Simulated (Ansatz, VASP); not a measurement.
## Two plane-wave programs on Te2Pt

```xyz
3
Lattice="4.0100 0.0000 0.0000 -2.0050 3.4728 0.0000 0.0000 0.0000 5.2010" Properties=species:S:1:pos:R:3 pbc="T T T"
Pt    0.0000    0.0000    0.0000
Te    2.0050    1.1576    3.9007
Te    0.0000    2.3152    1.3002
```

Alike in both runs: functional revPBE; k mesh 8 × 8 × 5; occupations fermi-dirac, width 0.05 eV; no spin polarisation.

|  | VASP | Ansatz |
| --- | --- | --- |
| version | VASP 6.6.1 | Ansatz 0.2.0 |
| potentials or method | VASP PAW PBE potentials, release 64 (Pt, Te) | Ansatz PAW |
| plane-wave cutoff (eV) | 500 | 420 |
| valence electrons in the cell | 22 | 50 |
| task | single point | band structure |

```csv
,VASP,Ansatz,Ansatz less VASP
gap on the k mesh at the Fermi level (eV),none,none,-
pressure (GPa),9.9,10.2,+0.28
"traceless stress, the component that is largest in VASP (GPa)",-1.22,-1.27,-0.051
rms of the force components (eV/Å),0.487,0.494,+0.0067
```

VASP's potentials were made for PBE, not for revPBE. Atom by atom the forces differ by 0.007 eV/Å (rms over components). A gap of «none» marks a metal or a gap that the smearing closes. VASP's potentials hold 22 valence electrons a cell and Ansatz's 50, so a difference there can come from the potentials and not from the codes.

Spin-orbit coupling is off throughout.
